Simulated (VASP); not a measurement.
B:

```
B
1.0
     0.00579   -1.68938   -2.66215
    -2.89476    1.75478   -2.69707
     2.85217    1.70781   -2.68011
B
8
Direct
  0.33789 0.94169 0.43976
  0.77392 0.92728 0.97539
  0.81048 0.39545 0.40636
  0.39547 0.44645 0.90284
  0.73030 0.60154 0.08459
  0.12284 0.56790 0.56652
  0.08907 0.07908 0.07291
  0.74004 0.04061 0.55163
```

| Item | Value |
| --- | --- |
| Program | VASP 6.6.1 |
| Task | relaxation of cell and atoms |
| Functional | PBE |
| Potentials or basis | VASP PAW PBE potentials, release 64 (B) |
| Cutoff | 600 eV |
| k mesh | 8 × 6 × 6 |
| Occupations | gaussian, width 0.1 eV |
| Spin | no spin polarisation |

At the start: pressure 20.0 GPa; volume 6.57 Å³/atom.

Q: How do energy, volume and symmetry change on relaxing?

A: Over 20 steps the energy falls by 589.8 meV/atom and the volume is 6.58 Å³/atom (+0.1 %); space group P1 (No. 1, to 0.1 Å) before, Cmcm (No. 63, to 0.1 Å).

The path:
```csv
step,energy change (eV),largest force (eV/Å),pressure (GPa),volume (Å³)
1,0.0000,7.5616,19.98,52.59
2,-2.1048,2.8582,-13.19,58.99
3,-2.3898,1.8372,-8.90,56.77
4,-3.1882,1.7439,-1.30,54.58
5,-3.3053,1.6708,4.84,53.43
6,-3.7859,1.8085,3.04,53.29
7,-3.8084,1.9207,3.23,53.26
8,-4.2436,1.4444,-1.13,53.84
9,-4.2521,1.5544,-1.39,53.92
10,-4.5184,1.0101,-2.97,53.71
11,-4.5759,0.8670,-3.07,53.55
12,-4.6785,0.4560,-0.03,52.70
13,-4.6946,0.3472,2.10,52.22
14,-4.7137,0.1926,0.25,52.63
15,-4.7137,0.1945,0.17,52.65
16,-4.7168,0.0896,-0.61,52.77
17,-4.7168,0.0891,-0.58,52.76
18,-4.7179,0.0399,0.03,52.65
19,-4.7179,0.0369,-0.01,52.65
20,-4.7181,0.0136,0.05,52.64
```

Final structure:
```xyz
8
Lattice="0.0008 -1.6636 -2.6520 -2.9826 1.6620 -2.6532 2.9829 1.6641 -2.6525" Properties=species:S:1:pos:R:3 pbc="T T T"
B    -1.4926    1.3349   -4.4390
B    -0.0008    1.9925   -7.0913
B    -0.0012    0.3281   -4.4389
B     1.4895    1.3358   -4.4382
B    -1.4886   -0.3302   -3.5186
B     0.0018    1.9901   -3.5198
B     0.0016    0.3278   -0.8665
B     1.4946   -0.3290   -3.5187
```
